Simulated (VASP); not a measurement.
# Ta (Im-3m) in VASP: single point with PBE

Aim: the single point of Ta with PBE.

All numbers are computed with VASP 6.6.1; they aren't measurements. Logs are shortened: lines on timing, memory, paths and dates and some standing lists are left out, and cuts for length are marked.

### Step 1. The cell of the first run

It takes space group Im-3m (No. 229, cubic). The conventional cell has a = 3.321 Å, b = 3.321 Å, c = 3.321 Å, α = 90.00°, β = 90.00°, γ = 90.00°. Within 3.8 Å of Ta (site symmetry m-3m) lie 14 Ta at 2.88 to 3.32 Å.

### Step 2. Single point, PBE

File INCAR:

```
SYSTEM = Ta
PREC = Accurate
ENCUT = 500
EDIFF = 1E-6
ISMEAR = -1
SIGMA = 0.0816
LREAL = .FALSE.
LASPH = .TRUE.
NELM = 120
ALGO = Normal
ISIF = 2
LWAVE = .FALSE.
LCHARG = .FALSE.
GGA = PE
NBANDS = 18
GGA_COMPAT = .FALSE.
```

File KPOINTS:

```
Automatic mesh
0
G
  8 8 8
  0 0 0
```

File POSCAR:

```
Ta
1.0
    3.3214398361      0.0000000000      0.0000000000
    0.0000000000      3.3214398361      0.0000000000
    0.0000000000      0.0000000000      3.3214398361
Ta
2
Direct
    0.0000000000      0.0000000000      0.0000000000
    0.5000000000      0.5000000000      0.5000000000
```

Potentials or basis: VASP PAW PBE potentials, release 64 (Ta_pv).

Started as:

```console
> cat potpaw_PBE.64/Ta_pv/POTCAR > POTCAR
> mpirun -np 1 vasp_std > vasp.out
```

OUTCAR:

```text
SYSTEM = Ta
   PREC = Accurate
   ENCUT = 500
   EDIFF = 1E-6
   ISMEAR = -1
   LREAL = .FALSE.
   LASPH = .TRUE.
   NELM = 120
   ISIF = 2
   GGA = PE

 ion  position               nearest neighbor table
   1  0.000  0.000  0.000-   2 2.88   2 2.88   2 2.88   2 2.88   2 2.88   2 2.88   2 2.88   2 2.88

   2  0.500  0.500  0.500-   1 2.88   1 2.88   1 2.88   1 2.88   1 2.88   1 2.88   1 2.88   1 2.88

  LATTYP: Found a simple cubic cell.
 ALAT       =     3.3214398361

  Lattice vectors:

 A1 = (   3.3214398361,   0.0000000000,   0.0000000000)
 A2 = (   0.0000000000,   3.3214398361,   0.0000000000)
 A3 = (   0.0000000000,   0.0000000000,   3.3214398361)

Analysis of symmetry for initial positions (statically):
=====================================================================
 Subroutine PRICEL returns following result:

  LATTYP: Found a body centered cubic cell.
 ALAT       =     3.3214398361

  Lattice vectors:

 A1 = (   1.6607199181,   1.6607199181,  -1.6607199180)
 A2 = (  -1.6607199181,   1.6607199180,   1.6607199180)
 A3 = (   1.6607199181,  -1.6607199180,   1.6607199181)

   2 primitive cells build up your supercell.

 Routine SETGRP: Setting up the symmetry group for a
 simple cubic supercell.

 Subroutine GETGRP returns: Found 48 space group operations
 (whereof 48 operations were pure point group operations)
 out of a pool of 48 trial point group operations.

The static configuration has the point symmetry O_h .

Analysis of symmetry for dynamics (positions and initial velocities):
=====================================================================
 Subroutine PRICEL returns following result:

  LATTYP: Found a body centered cubic cell.
 ALAT       =     3.3214398361

  Lattice vectors:

 A1 = (   1.6607199181,   1.6607199181,  -1.6607199180)
 A2 = (  -1.6607199181,   1.6607199180,   1.6607199180)
 A3 = (   1.6607199181,  -1.6607199180,   1.6607199181)

   2 primitive cells build up your supercell.

 Routine SETGRP: Setting up the symmetry group for a
 simple cubic supercell.

 Subroutine GETGRP returns: Found 48 space group operations
 (whereof 48 operations were pure point group operations)
 out of a pool of 48 trial point group operations.

The dynamic configuration has the point symmetry O_h .

 Subroutine INISYM returns: Found 48 space group operations
 (whereof 48 operations are pure point group operations),
 and found     2 'primitive' translations

----------------------------------------------------------------------------------------

                                     Primitive cell

  volume of cell :      18.3210

  direct lattice vectors                    reciprocal lattice vectors
     1.660719918  1.660719918 -1.660719918     0.301074248  0.301074248  0.000000000
    -1.660719918  1.660719918  1.660719918    -0.000000000  0.301074248  0.301074248
     1.660719918 -1.660719918  1.660719918     0.301074248  0.000000000  0.301074248

  length of vectors
     2.876451275  2.876451275  2.876451275     0.425783284  0.425783284  0.425783284

  position of ions in fractional coordinates (direct lattice)
     0.000000000  0.000000000  0.000000000

  ion indices of the primitive-cell ions
   primitive index   ion index
                 1           1

----------------------------------------------------------------------------------------

 KPOINTS: Automatic mesh

Automatic generation of k-mesh.
 Grid dimensions read from file:
 generate k-points for:    8    8    8

 Generating k-lattice:

  Cartesian coordinates                     Fractional coordinates (reciprocal lattice)
     0.037634281  0.000000000  0.000000000     0.125000000  0.000000000  0.000000000
     0.000000000  0.037634281  0.000000000     0.000000000  0.125000000  0.000000000
     0.000000000  0.000000000  0.037634281     0.000000000  0.000000000  0.125000000

  Length of vectors
     0.037634281  0.037634281  0.037634281

  Shift w.r.t. Gamma in fractional coordinates (k-lattice)
     0.000000000  0.000000000  0.000000000

 Subroutine IBZKPT returns following result:
 ===========================================

 Found     35 irreducible k-points:

 Following reciprocal coordinates:
            Coordinates               Weight
  0.000000  0.000000  0.000000      1.000000
  0.125000  0.000000  0.000000      6.000000
  0.250000  0.000000  0.000000      6.000000
  0.375000  0.000000  0.000000      6.000000
  0.500000  0.000000  0.000000      3.000000
  0.125000  0.125000  0.000000     12.000000
[... 16 lines left out ...]
  0.375000  0.375000  0.125000     24.000000
  0.500000  0.375000  0.125000     24.000000
 [... further k-points ...]
   k-points           NKPTS =     35   k-points in BZ     NKDIM =     35   number of bands    NBANDS=     18
   number of dos      NEDOS =    301   number of ions     NIONS =      2
   total plane-waves  NPLWV =  13824
   dimension x,y,z NGX =    24 NGY =   24 NGZ =   24
   dimension x,y,z NGXF=    48 NGYF=   48 NGZF=   48
   ions per type =               2
   NGX,Y,Z   is equivalent  to a cutoff of  12.01, 12.01, 12.01 a.u.
   NGXF,Y,Z  is equivalent  to a cutoff of  24.03, 24.03, 24.03 a.u.
 SYSTEM =  Ta
   PREC   = accura    normal or accurate (medium, high low for compatibility)
   ISTART =      0    job   : 0-new  1-cont  2-samecut
   ICHARG =      2    charge: 1-file 2-atom 10-const
   ISPIN  =      1    spin polarized calculation?
   LNONCOLLINEAR =      F non collinear calculations
   LSORBIT =      F    spin-orbit coupling
   LASPH  =      T    aspherical Exc in radial PAW
   ENCUT  =  500.0 eV  36.75 Ry    6.06 a.u.   6.06  6.06  6.06*2*pi/ulx,y,z
   NELM   =    120;   NELMIN=  2; NELMDL= -5     # of ELM steps
   EDIFF  = 0.1E-05   stopping-criterion for ELM
   LREAL  =      F    real-space projection
   EDIFFG = 0.1E-04   stopping-criterion for IOM
   NSW    =      0    number of steps for IOM
   IBRION =     -1    ionic relax: 0-MD 1-quasi-New 2-CG
   NFREE  =      0    steps in history (QN), initial steepest desc. (CG)
   ISIF   =      2    stress and relaxation
   ISYM   =      2    0-nonsym 1-usesym 2-fastsym
   POTIM  = 0.5000    time-step for ionic-motion
   TEBEG  =    0.0;   TEEND  =   0.0 temperature during run
   PSTRESS=    0.0 pullay stress
   NELECT =      22.0000    total number of electrons
   NUPDOWN=      -1.0000    fix difference up-down
   EMIN   =  10.00;   EMAX   =-10.00  energy-range for DOS
   EFERMI =   0.00;   METHOD = LEGACY
   ISMEAR =    -1;   SIGMA  =   0.08  broadening in eV -4-tet -1-fermi 0-gaus
   EFERMI_NEDOS =   21; number of points for ismear=-14 and -15
   IALGO  =     38    algorithm
   IMIX   =      4    mixing-type and parameters
     AMIX     =   0.40;   BMIX     =  1.00
     AMIX_MAG =   1.60;   BMIX_MAG =  1.00
  volume/ion in A,a.u.               =      18.32       123.64
  Fermi-wavevector in a.u.,A,eV,Ry     =   1.381092  2.609886 25.951965  1.907416
  Thomas-Fermi vector in A             =   2.505909
   LORBIT       =      0    0 simple, 1 ext, 2 COOP (PROOUT), +10 PAW based schemes
   GGA     = PE    functional components
   LHFCALC =     F    Hartree Fock is set to
   AEXX    =    0.0000 exact exchange contribution
   IVDW    =     0    specifies the selected vdW correction
   LEPSILON=     F    determine dielectric tensor
   LRPA    =     F    only Hartree local field effects (RPA)
 non-spin polarized calculation
  energy-cutoff  :      500.00
  volume of cell :       36.64
 maximum number of plane-waves:       952
   NGX = 13   NGY = 13   NGZ = 13

 number of electron      22.0000001 magnetization

 Free energy of the ion-electron system (eV)
  ---------------------------------------------------
  ext. energy  EPLUGINS =         0.00000000
  ---------------------------------------------------
  free energy    TOTEN  =       -23.65367826 eV

  energy without entropy =      -23.59408665  energy(sigma->0) =      -23.62388245

 E-fermi :   5.3523     XC(G=0): -12.5314

 val. band max:        5.3086972781   @ k =   0.3750   0.3750   0.1250
 cond. band min:       5.4048129793   @ k =   0.2500   0.1250   0.0000
 fundamental gap:      0.0961157012
 Fermi energy:         5.3522986843

 k-point     1 :       0.0000    0.0000    0.0000
  band No.  band energies     occupation
      1     -28.5659      2.00000
      2     -28.5659      2.00000
      3     -28.5659      2.00000
      4     -27.7905      2.00000
      5     -27.7905      2.00000
      6     -27.7905      2.00000
[... 10 lines left out ...]
     17      12.0466      0.00000
     18      13.8504      0.00000

 k-point     2 :       0.1250    0.0000    0.0000
  band No.  band energies     occupation
      1     -28.5664      2.00000
      2     -28.5355      2.00000
      3     -28.5355      2.00000
      4     -27.8530      2.00000
      5     -27.8189      2.00000
      6     -27.8189      2.00000
[... 10 lines left out ...]
     17      11.7000      0.00000
     18      12.7987      0.00000

 k-point     3 :       0.2500    0.0000    0.0000
  band No.  band energies     occupation
      1     -28.5551      2.00000
      2     -28.4493      2.00000
      3     -28.4493      2.00000
      4     -28.0147      2.00000
      5     -27.9004      2.00000
      6     -27.9004      2.00000
[... 10 lines left out ...]
     17      10.8065      0.00000
     18      11.0532      0.00000

 k-point     4 :       0.3750    0.0000    0.0000
  band No.  band energies     occupation
      1     -28.5037      2.00000
      2     -28.3210      2.00000
      3     -28.3210      2.00000
      4     -28.2141      2.00000
      5     -28.0238      2.00000
      6     -28.0238      2.00000
[... 10 lines left out ...]
     17      10.1027      0.00000
     18      10.4067      0.00000

 k-point     5 :       0.5000    0.0000    0.0000
  band No.  band energies     occupation
      1     -28.3892      2.00000
      2     -28.3892      2.00000
      3     -28.1714      2.00000
      4     -28.1714      2.00000
      5     -28.1714      2.00000
      6     -28.1714      2.00000
[... 10 lines left out ...]
     17      10.2776      0.00000
     18      10.2776      0.00000

 k-point     6 :       0.1250    0.1250    0.0000
  band No.  band energies     occupation
      1     -28.6161      2.00000
      2     -28.5071      2.00000
      3     -28.4592      2.00000
      4     -27.9651      2.00000
      5     -27.8448      2.00000
      6     -27.7914      2.00000
[... 10 lines left out ...]
     17      12.1737      0.00000
     18      13.7692      0.00000

 k-point     7 :       0.2500    0.1250    0.0000
  band No.  band energies     occupation
      1     -28.6444      2.00000
      2     -28.4265      2.00000
      3     -28.3431      2.00000
      4     -28.1538      2.00000
      5     -27.9191      2.00000
      6     -27.8285      2.00000
[... 10 lines left out ...]
     17      11.7302      0.00000
     18      12.2344      0.00000

 k-point     8 :       0.3750    0.1250    0.0000
  band No.  band energies     occupation
      1     -28.6193      2.00000
      2     -28.3570      2.00000
      3     -28.3070      2.00000
      4     -28.2046      2.00000
      5     -28.0322      2.00000
      6     -27.9250      2.00000
[... 10 lines left out ...]
     17      10.6747      0.00000
     18      10.7559      0.00000
[... 229 lines left out ...]
     17      10.8405      0.00000
     18      10.8405      0.00000

 k-point    20 :       0.2500    0.2500    0.1250
  band No.  band energies     occupation
      1     -28.6991      2.00000
      2     -28.4605      2.00000
      3     -28.4160      2.00000
      4     -28.1104      2.00000
      5     -27.9584      2.00000
      6     -27.8288      2.00000
[... 10 lines left out ...]
     17      11.0152      0.00000
     18      14.9406      0.00000

 k-point    21 :       0.3750    0.2500    0.1250
  band No.  band energies     occupation
      1     -28.7383      2.00000
      2     -28.5875      2.00000
      3     -28.3447      2.00000
      4     -28.0655      2.00000
      5     -27.9964      2.00000
      6     -27.8500      2.00000
[... 10 lines left out ...]
     17      10.5865      0.00000
     18      13.5989      0.00000

 k-point    22 :       0.5000    0.2500    0.1250
  band No.  band energies     occupation
      1     -28.7036      2.00000
      2     -28.7036      2.00000
      3     -28.2028      2.00000
      4     -28.2028      2.00000
      5     -27.9074      2.00000
      6     -27.9074      2.00000
[... 10 lines left out ...]
     17      12.0282      0.00000
     18      12.0282      0.00000

 k-point    23 :       0.3750    0.3750    0.1250
  band No.  band energies     occupation
      1     -28.8118      2.00000
      2     -28.7330      2.00000
      3     -28.2740      2.00000
      4     -28.1144      2.00000
      5     -27.9089      2.00000
      6     -27.8359      2.00000
[... 10 lines left out ...]
     17      11.9518      0.00000
     18      13.9042      0.00000

 k-point    24 :       0.5000    0.3750    0.1250
  band No.  band energies     occupation
      1     -28.8149      2.00000
      2     -28.8149      2.00000
      3     -28.1882      2.00000
      4     -28.1882      2.00000
      5     -27.8555      2.00000
      6     -27.8555      2.00000
[... 10 lines left out ...]
     17      13.1222      0.00000
     18      13.1222      0.00000

 [... further k-points ...]
[... 5 lines left out ...]
  --------------------------------------------------------------------------------------
  -------------------------------------------------------------------------------------
  Total       -0.0359842     -0.0359842     -0.0359842      0.0000000      0.0000000     -0.0000000
  in kB       -1.5734153     -1.5734153     -1.5734153      0.0000000      0.0000000     -0.0000000
  external PRESSURE =      -1.5734153 kB  Pullay stress =       0.0000000 kB

 VOLUME and BASIS-vectors are now :
 -----------------------------------------------------------------------------
  energy-cutoff  :      500.00
  volume of cell :       36.64
      direct lattice vectors                 reciprocal lattice vectors
     3.321439836  0.000000000  0.000000000     0.301074248  0.000000000  0.000000000
     0.000000000  3.321439836  0.000000000     0.000000000  0.301074248  0.000000000
     0.000000000  0.000000000  3.321439836     0.000000000  0.000000000  0.301074248

 POSITION                                       TOTAL-FORCE (eV/Angst)
 -----------------------------------------------------------------------------------
      0.00000      0.00000      0.00000        -0.000000     -0.000000      0.000000
      1.66072      1.66072      1.66072         0.000000      0.000000     -0.000000
 -----------------------------------------------------------------------------------
    total drift:                                0.000000      0.000000     -0.000000

  FREE ENERGIE OF THE ION-ELECTRON SYSTEM (eV)
  ---------------------------------------------------
  free  energy   TOTEN  =       -23.6536782598 eV

  energy  without entropy=      -23.5940866466  energy(sigma->0) =      -23.62388245
```

Wall time 13 s (1 thread of AMD EPYC 7R43 (Zen 3), shared host); peak memory 0.11 GiB.

What came out:

```yaml
Free_energy: -23.6537 eV
Pressure: -0.2 GPa
Band_gap_on_the_k_mesh: zero (band 11 reaches 6.86 eV, above the bottom of band 12 at 4.13 eV)
```

Caveat: spin-orbit coupling is left out, which moves the levels of the heavy elements.
